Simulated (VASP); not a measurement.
Si2Mo, 3 atoms in the cell. It takes space group I4/mmm (No. 139, tetragonal). The conventional cell has a = 3.221 Å, b = 3.221 Å, c = 7.913 Å, α = 90.00°, β = 90.00°, γ = 90.00°. Mo (site symmetry 4/mmm) has 10 Si at 2.63 to 2.64 Å and 4 Mo at 3.22 Å within 3.5 Å. Within 3.5 Å of Si (site symmetry 4mm) lie 9 Si at 2.63 to 3.22 Å and 5 Mo at 2.63 to 2.64 Å. 

```yaml
Program: VASP 6.6.1
Task: single point
Functional: PBEsol
Potentials_or_basis: VASP PAW PBE potentials, release 64 (Mo_sv, Si)
Cutoff: 520 eV
k_mesh: 12 × 12 × 12
Occupations: gaussian, width 0.15 eV
Spin: collinear spin
Starting_moments: "[1.0, 0.0, 0.0] μB"
Fixed_moment: 1 μB
Dipole_correction: no
Further_INCAR_settings: ALGO = Normal; EDIFF = 1e-06; NBANDS = 22
```

Potentials or basis: VASP PAW PBE potentials, release 64 (Mo_sv, Si).

Run with:

```sh
$ cat potpaw_PBE.64/Mo_sv/POTCAR potpaw_PBE.64/Si/POTCAR > POTCAR
$ mpirun -np 1 vasp_std > vasp.out
```

Hardware: 1 thread of Oxide Virtual Turin-like Processor, with other jobs on the host.

**Question.** How long does it take, and how much memory?

**Answer.** It took 13 min on 1 thread of Oxide Virtual Turin-like Processor (shared host), peak memory 0.36 GiB. Counts: scf iterations 13, k points 163.
